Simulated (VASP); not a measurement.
Runs of VASP 6.6.1 on Be4H. The structure is that of space group P-3m1 (No. 164), or close to it. The cells are those of the table. 

```tsv
task	cell	k mesh	cutoff (eV)	gap on the mesh (eV)	pressure (GPa)	largest force (eV/Å)
relaxation of cell and atoms	relaxed from a = 2.277, b = 2.277, c = 7.323 Å, angles 90.0, 90.0, 120.0°, 5 atoms	12 × 12 × 4	600	none	-0.5	0.03
single point	a = 2.277, b = 2.277, c = 7.323 Å, angles 90.0, 90.0, 120.0°, 5 atoms	12 × 12 × 4	520	none	12.0	0.68
single point	a = 2.221, b = 2.221, c = 8.470 Å, angles 90.0, 90.0, 120.0°, 5 atoms	18 × 18 × 6	520	none	(a)	-
single point	a = 2.224, b = 2.224, c = 8.433 Å, angles 90.0, 90.0, 120.0°, 5 atoms	12 × 12 × 4	520	none	(b)	0.02
```

Alike in all rows: level PBE; potentials or basis VASP PAW PBE potentials, release 64 (Be, H); no spin polarisation; smearing gaussian 0.1 eV.

Fill in the values left out.

(a) 0.1; (b) 0.3.

A gap of «none» marks levels without a gap at the run's occupations.
